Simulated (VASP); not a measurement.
A run of VASP 6.6.1 is set up as follows.

File INCAR:

```
PREC = Accurate
ENCUT = 520
EDIFF = 1E-6
ISMEAR = 0
SIGMA = 0.05
LREAL = F
LASPH = T
NELM = 100
ALGO = Normal
ISIF = 2
LWAVE = F
LCHARG = F
GGA = CA
NBANDS = 36
```

File KPOINTS:

```
regular mesh
0
Gamma
  12 12 2
```

POSCAR

```
C
1.0
    2.5503000000      0.0000000000      0.0000000000
   -1.2751500000      2.2086245873      0.0000000000
    0.0000000000      0.0000000000     12.4967000000
C
12
Direct
    0.0000000000      0.0000000000      0.1868599868
    0.0000000000      0.0000000000      0.6868599868
    0.0000000000      0.0000000000      0.3131400132
    0.0000000000      0.0000000000      0.8131400132
    0.3333333333      0.6666666667      0.5207718743
    0.6666666667      0.3333333333      0.0207718743
    0.3333333333      0.6666666667      0.9792281257
    0.6666666667      0.3333333333      0.4792281257
    0.3333333333      0.6666666667      0.6450609412
    0.6666666667      0.3333333333      0.1450609412
    0.3333333333      0.6666666667      0.8549390588
    0.6666666667      0.3333333333      0.3549390588
```

Potentials or basis: VASP PAW LDA potentials, release 64 (C).

Run with:

```bash
$ cat potpaw_LDA.64/C/POTCAR > POTCAR
$ mpirun -np 1 vasp_std > vasp.out
```

(1) Predict the largest force.

(2) Predict the pressure.

(3) Predict the band gap on the k mesh.

Answers

(1) 0.051 eV/Å.

(2) -24.7 GPa.

(3) 4.29 eV (least direct gap 5.18 eV).

Caveat: the stress differs along the axes, from -27 to -20 GPa.
